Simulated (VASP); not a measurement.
# ZrS (I4mm) in VASP: a series of runs

The runs below take ZrS through single point, with r2SCAN.

Everything below comes from runs of VASP 6.6.1. Logs are shortened: lines on timing, memory, paths and dates and some standing lists are left out, and cuts for length are marked.

**1. The cell of the first run**

It takes space group I4mm (No. 107, tetragonal). Conventional cell: a = 3.712 Å, b = 3.712 Å, c = 5.250 Å, α = 90.00°, β = 90.00°, γ = 90.00°. Zr (site symmetry 4mm) has 6 S at 2.50 to 2.75 Å within 3.3 Å. S (site symmetry 4mm) has 6 Zr at 2.50 to 2.75 Å within 3.3 Å.

**2. Single point, r2SCAN**

The input, POSCAR:

```
ZrS
1.0
    0.0000000000      2.6250000000      2.6250000000
    2.6250000000      0.0000000000      2.6250000000
    2.6250000000      2.6250000000      0.0000000000
Zr S
1 1
Direct
   -0.0238095238     -0.0238095238      0.0238095238
    0.5000000000      0.5000000000      0.5000000000
```

The input, INCAR.step1:

```
SYSTEM = ZrS
PREC = Accurate
ENCUT = 550
ISMEAR = 0
SIGMA = 0.15
LREAL = .FALSE.
LASPH = .TRUE.
NELM = 120
NBANDS = 16
GGA = PE
ALGO = Normal
EDIFF = 1E-5
LWAVE = .TRUE.
LCHARG = .FALSE.
GGA_COMPAT = .FALSE.
```

The input, INCAR.step2:

```
SYSTEM = ZrS
PREC = Accurate
ENCUT = 550
EDIFF = 1E-6
ISMEAR = 0
SIGMA = 0.15
LREAL = .FALSE.
LASPH = .TRUE.
NELM = 120
ALGO = Normal
ISIF = 2
LWAVE = .FALSE.
LCHARG = .TRUE.
METAGGA = R2SCAN
LMIXTAU = .TRUE.
LELF = .TRUE.
LVHAR = .TRUE.
NBANDS = 16
ISTART = 1
GGA_COMPAT = .FALSE.
```

The input, KPOINTS:

```
regular mesh
0
G
  16 16 16
  0 0 0
```

Potentials or basis: VASP PAW PBE potentials, release 64 (Zr_sv, S).

Command:

```
$ cat potpaw_PBE.64/Zr_sv/POTCAR potpaw_PBE.64/S/POTCAR > POTCAR
$ cp INCAR.step1 INCAR
$ mpirun -np 1 vasp_std > vasp.out
$ cp INCAR.step2 INCAR
$ mpirun -np 1 vasp_std > vasp.out
```

OUTCAR:

```text
SYSTEM = ZrS
   PREC = Accurate
   ENCUT = 550
   EDIFF = 1E-6
   ISMEAR = 0
   LREAL = .FALSE.
   LASPH = .TRUE.
   NELM = 120
   ISIF = 2
   METAGGA = R2SCAN
   ISTART = 1

 ion  position               nearest neighbor table
   1  0.976  0.976  0.024-   2 2.50   2 2.63   2 2.63   2 2.63   2 2.63   2 2.75
   2  0.500  0.500  0.500-   1 2.50   1 2.63   1 2.63   1 2.63   1 2.63   1 2.75

  LATTYP: Found a face centered cubic cell.
 ALAT       =     5.2500000000

  Lattice vectors:

 A1 = (   0.0000000000,   2.6250000000,   2.6250000000)
 A2 = (   2.6250000000,   0.0000000000,   2.6250000000)
 A3 = (   2.6250000000,   2.6250000000,   0.0000000000)

Analysis of symmetry for initial positions (statically):
=====================================================================
 Subroutine PRICEL returns:
 Original cell was already a primitive cell.

 Routine SETGRP: Setting up the symmetry group for a
 face centered cubic supercell.

 Subroutine GETGRP returns: Found  8 space group operations
 (whereof  8 operations were pure point group operations)
 out of a pool of 48 trial point group operations.

The static configuration has the point symmetry C_4v.

Analysis of symmetry for dynamics (positions and initial velocities):
=====================================================================
 Subroutine PRICEL returns:
 Original cell was already a primitive cell.

 Routine SETGRP: Setting up the symmetry group for a
 face centered cubic supercell.

 Subroutine GETGRP returns: Found  8 space group operations
 (whereof  8 operations were pure point group operations)
 out of a pool of 48 trial point group operations.

The dynamic configuration has the point symmetry C_4v.

 Subroutine INISYM returns: Found  8 space group operations
 (whereof  8 operations are pure point group operations),
 and found     1 'primitive' translations

----------------------------------------------------------------------------------------

                                     Primitive cell

  volume of cell :      36.1758

  direct lattice vectors                    reciprocal lattice vectors
     0.000000000  2.625000000  2.625000000    -0.190476190  0.190476190  0.190476190
     2.625000000  0.000000000  2.625000000     0.190476190 -0.190476190  0.190476190
     2.625000000  2.625000000  0.000000000     0.190476190  0.190476190 -0.190476190

  length of vectors
     3.712310601  3.712310601  3.712310601     0.329914440  0.329914440  0.329914440

  position of ions in fractional coordinates (direct lattice)
     0.976190476  0.976190476  0.023809524
     0.500000000  0.500000000  0.500000000

  ion indices of the primitive-cell ions
   primitive index   ion index
                 1           1
                 2           2

----------------------------------------------------------------------------------------

 KPOINTS: regular mesh

Automatic generation of k-mesh.
 Grid dimensions read from file:
 generate k-points for:   16   16   16

 Generating k-lattice:

  Cartesian coordinates                     Fractional coordinates (reciprocal lattice)
    -0.011904762  0.011904762  0.011904762     0.062500000  0.000000000  0.000000000
     0.011904762 -0.011904762  0.011904762     0.000000000  0.062500000  0.000000000
     0.011904762  0.011904762 -0.011904762     0.000000000  0.000000000  0.062500000

  Length of vectors
     0.020619652  0.020619652  0.020619652

  Shift w.r.t. Gamma in fractional coordinates (k-lattice)
     0.000000000  0.000000000  0.000000000

 Subroutine IBZKPT returns following result:
 ===========================================

 Found    349 irreducible k-points:

 Following reciprocal coordinates:
            Coordinates               Weight
  0.000000  0.000000  0.000000      1.000000
  0.062500  0.000000  0.000000      8.000000
  0.125000  0.000000  0.000000      8.000000
  0.187500  0.000000  0.000000      8.000000
  0.250000  0.000000  0.000000      8.000000
  0.312500  0.000000  0.000000      8.000000
[... 16 lines left out ...]
  0.000000  0.437500  0.062500     16.000000
  0.500000  0.062500  0.000000      8.000000
 [... further k-points ...]
   k-points           NKPTS =    349   k-points in BZ     NKDIM =    349   number of bands    NBANDS=     16
   number of dos      NEDOS =    301   number of ions     NIONS =      2
   total plane-waves  NPLWV =  21952
   dimension x,y,z NGX =    28 NGY =   28 NGZ =   28
   dimension x,y,z NGXF=    56 NGYF=   56 NGZF=   56
   ions per type =               1   1
   NGX,Y,Z   is equivalent  to a cutoff of  12.54, 12.54, 12.54 a.u.
   NGXF,Y,Z  is equivalent  to a cutoff of  25.08, 25.08, 25.08 a.u.
 SYSTEM =  ZrS
   PREC   = accura    normal or accurate (medium, high low for compatibility)
   ISTART =      1    job   : 0-new  1-cont  2-samecut
   ICHARG =      0    charge: 1-file 2-atom 10-const
   ISPIN  =      1    spin polarized calculation?
   LNONCOLLINEAR =      F non collinear calculations
   LSORBIT =      F    spin-orbit coupling
   LASPH  =      T    aspherical Exc in radial PAW
   ENCUT  =  550.0 eV  40.42 Ry    6.36 a.u.   7.10  7.10  7.10*2*pi/ulx,y,z
   NELM   =    120;   NELMIN=  2; NELMDL=  0     # of ELM steps
   EDIFF  = 0.1E-05   stopping-criterion for ELM
   LREAL  =      F    real-space projection
   EDIFFG = 0.1E-04   stopping-criterion for IOM
   NSW    =      0    number of steps for IOM
   IBRION =     -1    ionic relax: 0-MD 1-quasi-New 2-CG
   NFREE  =      0    steps in history (QN), initial steepest desc. (CG)
   ISIF   =      2    stress and relaxation
   ISYM   =      2    0-nonsym 1-usesym 2-fastsym
   POTIM  = 0.5000    time-step for ionic-motion
   TEBEG  =    0.0;   TEEND  =   0.0 temperature during run
   PSTRESS=    0.0 pullay stress
   NELECT =      18.0000    total number of electrons
   NUPDOWN=      -1.0000    fix difference up-down
   EMIN   =  10.00;   EMAX   =-10.00  energy-range for DOS
   EFERMI =   0.00;   METHOD = LEGACY
   ISMEAR =     0;   SIGMA  =   0.15  broadening in eV -4-tet -1-fermi 0-gaus
   EFERMI_NEDOS =   21; number of points for ismear=-14 and -15
   IALGO  =     38    algorithm
   IMIX   =      4    mixing-type and parameters
     AMIX     =   0.40;   BMIX     =  1.00
     AMIX_MAG =   1.60;   BMIX_MAG =  1.00
  volume/ion in A,a.u.               =      18.09       122.06
  Fermi-wavevector in a.u.,A,eV,Ry     =   1.297258  2.451462 22.896950  1.682878
  Thomas-Fermi vector in A             =   2.428662
   LORBIT       =      0    0 simple, 1 ext, 2 COOP (PROOUT), +10 PAW based schemes
   METAGGA = R2SCAN    functional components
   LHFCALC =     F    Hartree Fock is set to
   AEXX    =    0.0000 exact exchange contribution
   IVDW    =     0    specifies the selected vdW correction
   LEPSILON=     F    determine dielectric tensor
   LRPA    =     F    only Hartree local field effects (RPA)
 non-spin polarized calculation
 Gauss-broadening in eV      SIGMA  =   0.15
  energy-cutoff  :      550.00
  volume of cell :       36.18
 maximum number of plane-waves:      1072
   NGX = 15   NGY = 15   NGZ = 15

 number of electron      18.0000001 magnetization

 Free energy of the ion-electron system (eV)
  ---------------------------------------------------
  ext. energy  EPLUGINS =         0.00000000
  ---------------------------------------------------
  free energy    TOTEN  =       -33.85020100 eV

  energy without entropy =      -33.83682806  energy(sigma->0) =      -33.84351453

 E-fermi :  10.9131     XC(G=0): -11.9601

 val. band max:       10.9052935844   @ k =   0.1875   0.1250   0.0000
 cond. band min:      10.9150991877   @ k =   0.1875   0.0625  -0.3125
 fundamental gap:      0.0098056033
 Fermi energy:        10.9131018372

 k-point     1 :       0.0000    0.0000    0.0000
  band No.  band energies     occupation
      1     -40.9239      2.00000
      2     -18.2199      2.00000
      3     -18.2054      2.00000
      4     -18.2054      2.00000
      5      -5.8607      2.00000
      6       6.7937      2.00000
[... 8 lines left out ...]
     15      18.5271      0.00000
     16      23.4116      0.00000

 k-point     2 :       0.0625    0.0000    0.0000
  band No.  band energies     occupation
      1     -40.9229      2.00000
      2     -18.2289      2.00000
      3     -18.2120      2.00000
      4     -18.2066      2.00000
      5      -5.8099      2.00000
      6       6.4436      2.00000
[... 8 lines left out ...]
     15      18.6897      0.00000
     16      23.0553      0.00000

 k-point     3 :       0.1250    0.0000    0.0000
  band No.  band energies     occupation
      1     -40.9199      2.00000
      2     -18.2669      2.00000
      3     -18.2180      2.00000
      4     -18.2099      2.00000
      5      -5.6625      2.00000
      6       5.8023      2.00000
[... 8 lines left out ...]
     15      19.0937      0.00000
     16      22.3009      0.00000

 k-point     4 :       0.1875    0.0000    0.0000
  band No.  band energies     occupation
      1     -40.9155      2.00000
      2     -18.3263      2.00000
      3     -18.2235      2.00000
      4     -18.2150      2.00000
      5      -5.4341      2.00000
      6       5.0329      2.00000
[... 8 lines left out ...]
     15      19.3878      0.00000
     16      21.5651      0.00000

 k-point     5 :       0.2500    0.0000    0.0000
  band No.  band energies     occupation
      1     -40.9102      2.00000
      2     -18.3957      2.00000
      3     -18.2295      2.00000
      4     -18.2209      2.00000
      5      -5.1500      2.00000
      6       4.2478      2.00000
[... 8 lines left out ...]
     15      19.2893      0.00000
     16      20.6165      0.00000

 k-point     6 :       0.3125    0.0000    0.0000
  band No.  band energies     occupation
      1     -40.9049      2.00000
      2     -18.4638      2.00000
      3     -18.2354      2.00000
      4     -18.2268      2.00000
      5      -4.8455      2.00000
      6       3.5325      2.00000
[... 8 lines left out ...]
     15      19.4722      0.00000
     16      19.4895      0.00000

 k-point     7 :       0.3750    0.0000    0.0000
  band No.  band energies     occupation
      1     -40.9005      2.00000
      2     -18.5207      2.00000
      3     -18.2404      2.00000
      4     -18.2318      2.00000
      5      -4.5664      2.00000
      6       2.9543      2.00000
[... 8 lines left out ...]
     15      18.4362      0.00000
     16      18.4732      0.00000

 k-point     8 :       0.4375    0.0000    0.0000
  band No.  band energies     occupation
      1     -40.8975      2.00000
      2     -18.5582      2.00000
      3     -18.2437      2.00000
      4     -18.2351      2.00000
      5      -4.3660      2.00000
      6       2.5735      2.00000
[... 8 lines left out ...]
     15      17.6672      0.00000
     16      17.6776      0.00000

 k-point     9 :       0.5000    0.0000    0.0000
  band No.  band energies     occupation
      1     -40.8964      2.00000
      2     -18.5713      2.00000
      3     -18.2448      2.00000
      4     -18.2363      2.00000
      5      -4.2924      2.00000
      6       2.4397      2.00000
[... 8 lines left out ...]
     15      17.3050      0.00000
     16      17.3996      0.00000
[... 172 lines left out ...]
 k-point    19 :       0.0000    0.3125    0.0625
  band No.  band energies     occupation
      1     -40.9060      2.00000
      2     -18.4398      2.00000
      3     -18.2416      2.00000
      4     -18.2273      2.00000
      5      -4.9380      2.00000
      6       3.7242      2.00000
[... 8 lines left out ...]
     15      19.3686      0.00000
     16      19.6418      0.00000

 k-point    20 :       0.3750    0.0625    0.0000
  band No.  band energies     occupation
      1     -40.9013      2.00000
      2     -18.5013      2.00000
      3     -18.2406      2.00000
      4     -18.2379      2.00000
      5      -4.6564      2.00000
      6       3.1491      2.00000
[... 8 lines left out ...]
     15      18.6924      0.00000
     16      18.8610      0.00000

 k-point    21 :       0.0000    0.3750    0.0625
  band No.  band energies     occupation
      1     -40.9013      2.00000
      2     -18.4996      2.00000
      3     -18.2460      2.00000
      4     -18.2338      2.00000
      5      -4.6578      2.00000
      6       3.1465      2.00000
[... 8 lines left out ...]
     15      18.7127      0.00000
     16      18.8257      0.00000

 k-point    22 :       0.4375    0.0625    0.0000
  band No.  band energies     occupation
      1     -40.8978      2.00000
      2     -18.5440      2.00000
      3     -18.2472      2.00000
      4     -18.2399      2.00000
      5      -4.4354      2.00000
      6       2.7281      2.00000
[... 8 lines left out ...]
     15      17.8267      0.00000
     16      18.0448      0.00000

 k-point    23 :       0.0000    0.4375    0.0625
  band No.  band energies     occupation
      1     -40.8978      2.00000
      2     -18.5430      2.00000
      3     -18.2486      2.00000
      4     -18.2392      2.00000
      5      -4.4362      2.00000
      6       2.7261      2.00000
[... 8 lines left out ...]
     15      17.7689      0.00000
     16      18.1226      0.00000

 k-point    24 :       0.5000    0.0625    0.0000
  band No.  band energies     occupation
      1     -40.8961      2.00000
      2     -18.5644      2.00000
      3     -18.2522      2.00000
      4     -18.2394      2.00000
      5      -4.3214      2.00000
      6       2.5207      2.00000
[... 8 lines left out ...]
     15      17.4786      0.00000
     16      17.7202      0.00000

 [... further k-points ...]

------------------------ aborting loop because EDIFF is reached ----------------------------------------

  FORCE on cell =-STRESS in cart. coord.  units (eV):
  Direction    XX          YY          ZZ          XY          YZ          ZX
  --------------------------------------------------------------------------------------
  -------------------------------------------------------------------------------------
  Total       -0.5099703     -0.5099703      0.2753311      0.0000000      0.0000000     -0.0000000
  in kB      -22.5859075    -22.5859075     12.1940473      0.0000000      0.0000000     -0.0000000
  external PRESSURE =     -10.9925892 kB  Pullay stress =       0.0000000 kB

 VOLUME and BASIS-vectors are now :
 -----------------------------------------------------------------------------
  energy-cutoff  :      550.00
  volume of cell :       36.18
      direct lattice vectors                 reciprocal lattice vectors
     0.000000000  2.625000000  2.625000000    -0.190476190  0.190476190  0.190476190
     2.625000000  0.000000000  2.625000000     0.190476190 -0.190476190  0.190476190
     2.625000000  2.625000000  0.000000000     0.190476190  0.190476190 -0.190476190

 POSITION                                       TOTAL-FORCE (eV/Angst)
 -----------------------------------------------------------------------------------
      2.62500      2.62500      5.12500         0.000000      0.000000      0.657305
      2.62500      2.62500      2.62500         0.000000      0.000000     -0.657305
 -----------------------------------------------------------------------------------
    total drift:                                0.000000      0.000000     -0.000514

  FREE ENERGIE OF THE ION-ELECTRON SYSTEM (eV)
  ---------------------------------------------------
  free  energy   TOTEN  =       -33.8502010031 eV

  energy  without entropy=      -33.8368280597  energy(sigma->0) =      -33.84351453
```

It took 6.9 min on 1 thread of Intel Xeon Platinum 8559C (Emerald Rapids), shared host; peak memory 0.33 GiB.

Results:

- Free energy: -33.8502 eV
- Pressure: -1.1 GPa
- Largest force: 0.657 eV/Å
- Band gap on the k mesh: zero (bands 9 and 10 overlap by 2.69 eV)

Forces in eV/Å, atoms in the order of the input:
```
Zr   0.000  0.000  0.657
S    0.000  0.000 -0.657
```

Levels at points of the mesh, in eV from the Fermi level:
```
           k point  band 7  band 8  band 9  band 10  band 11  band 12
(0.00, 0.00, 0.00)   -4.08   -4.08   -1.38    -1.26    -1.26    -0.64
(0.50, 0.00, 0.00)   -6.41   -6.40    1.43     1.50     1.82     2.12
(0.50, 0.50, 0.00)   -4.94   -4.94   -3.50     0.59     2.40     2.40
(0.00, 0.50, 0.50)   -5.15   -4.95   -3.26     0.62     2.41     2.42
```

Caveat: the cell differs from its parent crystal (all Zr atoms moved +0.125 Å, as atom 1 towards its neighbour atom 2 (S) at 2.625 Å); the PAW data sets were made with another functional, which shifts forces and pressure a little.

[end of part 1 of 2]
